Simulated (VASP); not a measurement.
Input of a VASP 6.6.1 run:

The input INCAR:

```
SYSTEM = Si2Ni
  PREC = Accurate
  ENCUT = 600
  EDIFF = 1E-6
  ISMEAR = -1
  SIGMA = 0.05
  LREAL = .False.
  LASPH = .True.
  NELM = 150
  ALGO = Normal
  ISIF = 3
  LWAVE = .False.
  LCHARG = .False.
  ISPIN = 2
  MAGMOM = 1 0 0
  LORBIT = 11
  LMAXMIX = 4
  GGA = PE
  IBRION = 2
  NSW = 60
  EDIFFG = -0.01
```

The input KPOINTS:

```
regular mesh
0
Gamma
  9 9 9
  0 0 0
```

Contents of POSCAR:

```
Si2Ni
1.0
    0.0000000000      2.7030000000      2.7030000000
    2.7030000000      0.0000000000      2.7030000000
    2.7030000000      2.7030000000      0.0000000000
Ni Si
1 2
Direct
    0.0000000000      0.0000000000      0.0000000000
    0.7500000000      0.7500000000      0.7500000000
    0.2500000000      0.2500000000      0.2500000000
```

Potentials or basis: VASP PAW PBE potentials, release 64 (Ni, Si).

Run with:

```sh
$ cat potpaw_PBE.64/Ni/POTCAR potpaw_PBE.64/Si/POTCAR > POTCAR
$ mpirun -np 1 vasp_std > vasp.out
```

**Question.** What does it give for the space group after relaxing (to 0.1 Å)?

**Answer.** Fm-3m (No. 225).

**Question.** Estimate the net moment.

**Answer.** 0.00 μB per cell.

Final structure:
```
CELL_PARAMETERS angstrom
0.00000 2.72575 2.72575
2.72575 0.00000 2.72575
2.72575 2.72575 0.00000
ATOMIC_POSITIONS crystal
Ni 0.00000 0.00000 0.00000
Si 0.75000 0.75000 0.75000
Si 0.25000 0.25000 0.25000
```

PBE usually gives volumes a little too large and moduli too small. Zero-point motion and thermal expansion aren't in these numbers.
